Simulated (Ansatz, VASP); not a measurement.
**HfO2 in VASP and in Ansatz**

```xyz
6
Lattice="4.7626 0.0000 0.0000 0.0000 4.7626 0.0000 0.0000 0.0000 3.1958" Properties=species:S:1:pos:R:3 pbc="T T T"
Hf    0.0000    0.0000    0.0000
Hf    2.3813    2.3813    1.5979
O     1.4503    1.4503    0.0000
O     3.3122    3.3122    0.0000
O     3.8316    0.9309    1.5979
O     0.9309    3.8316    1.5979
```

Change from the starting cell: volume scaled by 0.94, PAW files.

Alike in both runs: task single point; functional PBE; k mesh 7 × 7 × 11; occupations fermi-dirac, width 0.1 eV; no spin polarisation.

|  | VASP | Ansatz |
| --- | --- | --- |
| version | VASP 6.6.1 | Ansatz 0.2.0 |
| potentials or method | VASP PAW PBE potentials, release 64 (Hf_pv, O) | PAW with Ansatz's default frozen-core files, scalar-relativistic |
| plane-wave cutoff (eV) | 520 | 420 |
| valence electrons in the cell | 44 | 76 |

|  | VASP | Ansatz | Ansatz less VASP |
| --- | --- | --- | --- |
| gap on the k mesh at the Fermi level (eV) | 4.05 | 4.11 | +0.059 |
| pressure (GPa) | 11.4 | 14.5 | +3.06 |
| traceless stress, the component that is largest in VASP (GPa) | -0.49 | 0.00 | +0.490 |
| rms of the force components (eV/Å) | 0.022 | 0.000 | -0.0221 |

Atom by atom the forces differ by 0.022 eV/Å (rms over components). VASP's potentials hold 44 valence electrons a cell and Ansatz's 76, so a difference there can come from the potentials and not from the codes.

Neither program's run includes spin-orbit coupling.
